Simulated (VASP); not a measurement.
Input of a VASP 6.6.1 run:

Contents of INCAR:

```
SYSTEM = Al
PREC = Accurate
ENCUT = 520
EDIFF = 1E-6
ISMEAR = 0
SIGMA = 0.1
LREAL = Auto
LASPH = .True.
NELM = 80
ALGO = Normal
ISIF = 2
LWAVE = .False.
LCHARG = .True.
GGA = PE
LELF = .True.
LVHAR = .True.
NBANDS = 38
```

KPOINTS

```
regular mesh
0
Gamma
  5 5 5
  0 0 0
```

File POSCAR:

```
Al
1.0
   -4.0416209214     -4.0416209214      4.0416209214
    4.0416209214      4.0416209214      4.0416209214
   -4.0416209214      4.0416209214     -4.0416209214
Al
16
Direct
    0.0000000000      0.0000000000      0.0000000000
    0.2500000000      0.0000000000      0.7500000000
    0.0000000000      0.2500000000      0.7500000000
    0.5000000000      0.0000000000      0.5000000000
    0.2500000000      0.2500000000      0.5000000000
    0.0000000000      0.5000000000      0.5000000000
    0.7500000000      0.0000000000      0.2500000000
    0.5000000000      0.2500000000      0.2500000000
    0.2500000000      0.5000000000      0.2500000000
    0.0000000000      0.7500000000      0.2500000000
    0.7500000000      0.2500000000      0.0000000000
    0.5000000000      0.5000000000      0.0000000000
    0.2500000000      0.7500000000      0.0000000000
    0.7500000000      0.5000000000      0.7500000000
    0.5000000000      0.7500000000      0.7500000000
    0.7500000000      0.7500000000      0.5000000000
```

Potentials or basis: VASP PAW PBE potentials, release 64 (Al).

Run with:

```console
$ cat potpaw_PBE.64/Al/POTCAR > POTCAR
$ mpirun -np 1 vasp_std > vasp.out
```

(1) Predict the band gap on the k mesh.

(2) Estimate the pressure.

## Answers

(1) zero (band 24 reaches 9.24 eV, above the bottom of band 25 at 7.11 eV).

(2) -0.2 GPa.
